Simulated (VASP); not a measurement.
Write the native input for VASP 6.6.1 that does the following.

- Task: single point
- Functional: r2SCAN
- Potentials or basis: VASP PAW PBE potentials, release 64 (Nb_sv, Bi_d, Rb_sv)
- Cutoff: 520 eV
- k mesh: 5 × 5 × 5
- Occupations: fermi-dirac, width 0.0211 eV
- Spin: no spin polarisation
- Dipole correction: no
- Further INCAR settings: ALGO = Normal; EDIFF = 1e-07; NBANDS = 46

Crystal: RbNbBi.

```
CELL_PARAMETERS angstrom
0.00000 0.00000 9.04988
3.85851 0.00000 0.00000
1.92926 6.60120 -4.52494
ATOMIC_POSITIONS crystal
Nb 0.57929 0.92071 0.15859
Nb 0.42071 0.07929 0.84141
Bi 0.26483 0.50000 0.00000
Bi 0.73517 0.50000 0.00000
Rb 0.16630 0.83370 0.33261
Rb 0.83370 0.16630 0.66739
```

One way to write it, as run:

POSCAR

```
RbNbBi
1.0
    0.0000000000      0.0000000000      9.0498824932
    3.8585117974      0.0000000000      0.0000000000
    1.9292558987      6.6012045442     -4.5249412466
Nb Bi Rb
2 2 2
Direct
    0.5792942084      0.9207057916      0.1585884167
    0.4207057916      0.0792942084      0.8414115833
    0.2648324716      0.5000000000      0.0000000000
    0.7351675284      0.5000000000      0.0000000000
    0.1663047080      0.8336952920      0.3326094161
    0.8336952920      0.1663047080      0.6673905839
```

INCAR.step1

```
SYSTEM = RbNbBi
PREC = Accurate
ENCUT = 520
ISMEAR = -1
SIGMA = 0.0211
LREAL = .False.
LASPH = .True.
NELM = 80
NBANDS = 46
GGA = PE
ALGO = Normal
EDIFF = 1E-4
LWAVE = .True.
LCHARG = .False.
```

INCAR.step2

```
SYSTEM = RbNbBi
PREC = Accurate
ENCUT = 520
EDIFF = 1E-7
ISMEAR = -1
SIGMA = 0.0211
LREAL = .False.
LASPH = .True.
NELM = 80
ALGO = Normal
ISIF = 2
LWAVE = .False.
LCHARG = .False.
METAGGA = R2SCAN
LMIXTAU = .True.
NBANDS = 46
ISTART = 1
```

KPOINTS

```
regular mesh
0
Gamma
  5 5 5
  0 0 0
```

Potentials or basis: VASP PAW PBE potentials, release 64 (Nb_sv, Bi_d, Rb_sv).

The run is started by

```sh
$ cat potpaw_PBE.64/Nb_sv/POTCAR potpaw_PBE.64/Bi_d/POTCAR potpaw_PBE.64/Rb_sv/POTCAR > POTCAR
$ cp INCAR.step1 INCAR
$ mpirun -np 1 vasp_std > vasp.out
$ cp INCAR.step2 INCAR
$ mpirun -np 1 vasp_std > vasp.out
```

Results of the run:

The pressure is 0.0 GPa and the largest force is 0.012 eV/Å. The band gap on the k mesh is zero (bands 37 and 38 overlap by 0.14 eV).

Caveat: atoms lie so close that the PAW spheres overlap strongly, which falsifies energies and pressures; the PAW data sets were made with another functional, which shifts forces and pressure a little; spin-orbit coupling is left out, which moves the levels of the heavy elements.

Wall time 53 min on 1 thread of Intel Xeon 8259CL, with other jobs on the host, peak memory 0.55 GiB.
